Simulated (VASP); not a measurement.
Set up this calculation in VASP 6.6.1, as the native input.

| Quantity | Value |
| --- | --- |
| Task | single point |
| Functional | r2SCAN |
| Potentials or basis | VASP PAW PBE potentials, release 64 (Li_sv, Cl) |
| Cutoff | 520 eV |
| k mesh | 6 × 6 × 6 |
| Occupations | gaussian, width 0.01 eV |
| Spin | no spin polarisation |
| Dipole correction | no |
| Further INCAR settings | ALGO = Normal; EDIFF = 1e-06; NBANDS = 12 |

The system is LiCl.

```
CELL_PARAMETERS angstrom
0.00000 2.76010 2.76010
2.76010 0.00000 2.76010
2.76010 2.76010 0.00000
ATOMIC_POSITIONS crystal
Li 0.00000 0.00000 0.00000
Cl 0.25000 0.25000 0.25000
```

This cell differs from its parent crystal: volume changed by +3%.

The input as run:

POSCAR

```
LiCl
1.0
    0.0000000000      2.7601041238      2.7601041238
    2.7601041238      0.0000000000      2.7601041238
    2.7601041238      2.7601041238      0.0000000000
Li Cl
1 1
Direct
    0.0000000000      0.0000000000      0.0000000000
    0.2500000000      0.2500000000      0.2500000000
```

INCAR.step1

```
SYSTEM = LiCl
PREC = Accurate ; ENCUT = 520
ISMEAR = 0 ; SIGMA = 0.01
LREAL = .False. ; LASPH = .True.
NELM = 100 ; NBANDS = 12
GGA = PE ; ALGO = Normal
EDIFF = 1E-4 ; LWAVE = .True.
LCHARG = .False.
```

INCAR.step2

```
SYSTEM = LiCl
PREC = Accurate ; ENCUT = 520
EDIFF = 1E-6 ; ISMEAR = 0
SIGMA = 0.01 ; LREAL = .False.
LASPH = .True. ; NELM = 100
ALGO = Normal ; ISIF = 2
LWAVE = .False. ; LCHARG = .True.
METAGGA = R2SCAN ; LMIXTAU = .True.
LELF = .True. ; LVHAR = .True.
NBANDS = 12 ; ISTART = 1
```

KPOINTS

```
Automatic mesh
0
Gamma
  6 6 6
  0 0 0
```

Potentials or basis: VASP PAW PBE potentials, release 64 (Li_sv, Cl).

Command:

```sh
$ cat potpaw_PBE.64/Li_sv/POTCAR potpaw_PBE.64/Cl/POTCAR > POTCAR
$ cp INCAR.step1 INCAR
$ mpirun -np 1 vasp_std > vasp.out
$ cp INCAR.step2 INCAR
$ mpirun -np 1 vasp_std > vasp.out
```

Results of the run:

The band gap on the k mesh is 6.66 eV, direct.

Wall time 65 s on 1 thread of AMD EPYC 7R13, with other jobs on the host, peak memory 0.13 GiB.
